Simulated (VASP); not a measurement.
Write the native input for VASP 6.6.1 that does the following.

```yaml
Task: single point
Functional: r2SCAN
Potentials_or_basis: VASP PAW PBE potentials, release 64 (Al, Cu)
Cutoff: 520 eV
k_mesh: 10 × 10 × 6
Occupations: gaussian, width 0.1 eV
Spin: no spin polarisation
Dipole_correction: no
Further_INCAR_settings: ALGO = Normal; EDIFF = 1e-06; NBANDS = 26
```

Crystal: Al2Cu.

```xyz
6
Lattice="3.0391 3.0391 0.0000 -2.8627 2.8627 0.0000 0.0000 0.0000 5.6273" Properties=species:S:1:pos:R:3 pbc="T T T"
Al    1.5195    1.5195    1.4299
Al   -1.4313    1.4313    1.3837
Al   -1.4313    1.4313    4.2436
Al    1.5195    1.5195    4.1974
Cu    0.0000    0.0000    2.8137
Cu    0.0882    2.9509    0.0000
```

This cell differs from its parent crystal: uniaxial strain along a: +6.0 %, then relaxed in part.

The input as run:

POSCAR

```
Al2Cu
1.0
    3.0390979120      3.0390979120      0.0000000000
   -2.8626980572      2.8626980572      0.0000000000
    0.0000000000      0.0000000000      5.6273102253
Al Cu
4 2
Direct
    0.5000000000      0.0000000000      0.2541055783
    0.0000000000      0.5000000000      0.2458944217
    0.0000000000      0.5000000000      0.7541055783
    0.5000000000      0.0000000000      0.7458944217
    0.0000000000      0.0000000000      0.5000000000
    0.5000000000      0.5000000000      0.0000000000
```

INCAR.step1

```
SYSTEM = Al2Cu
PREC = Accurate
ENCUT = 520
ISMEAR = 0
SIGMA = 0.1
LREAL = .False.
LASPH = .True.
NELM = 80
NBANDS = 26
GGA = PE
ALGO = Normal
EDIFF = 1E-4
LWAVE = .True.
LCHARG = .False.
```

INCAR.step2

```
SYSTEM = Al2Cu
PREC = Accurate
ENCUT = 520
EDIFF = 1E-6
ISMEAR = 0
SIGMA = 0.1
LREAL = .False.
LASPH = .True.
NELM = 80
ALGO = Normal
ISIF = 2
LWAVE = .False.
LCHARG = .False.
METAGGA = R2SCAN
LMIXTAU = .True.
NBANDS = 26
ISTART = 1
```

KPOINTS

```
regular mesh
0
Gamma
  10 10 6
  0 0 0
```

Potentials or basis: VASP PAW PBE potentials, release 64 (Al, Cu).

Launch:

```console
$ cat potpaw_PBE.64/Al/POTCAR potpaw_PBE.64/Cu/POTCAR > POTCAR
$ cp INCAR.step1 INCAR
$ mpirun -np 1 vasp_std > vasp.out
$ cp INCAR.step2 INCAR
$ mpirun -np 1 vasp_std > vasp.out
```

Results of the run:

```
Pressure               : -3.5 GPa
Band gap on the k mesh : zero (band 17 reaches 8.47 eV, above the bottom of band 18 at 4.24 eV)
```

Caveat: the cell differs from its parent crystal (uniaxial strain along a: +6.0 %, then relaxed in part); the PAW data sets were made with another functional, which shifts forces and pressure a little.

Run time: 28 min on 1 thread of AMD EPYC 7R43 64-Core Processor (Zen 3) (shared host), peak memory 0.38 GiB.
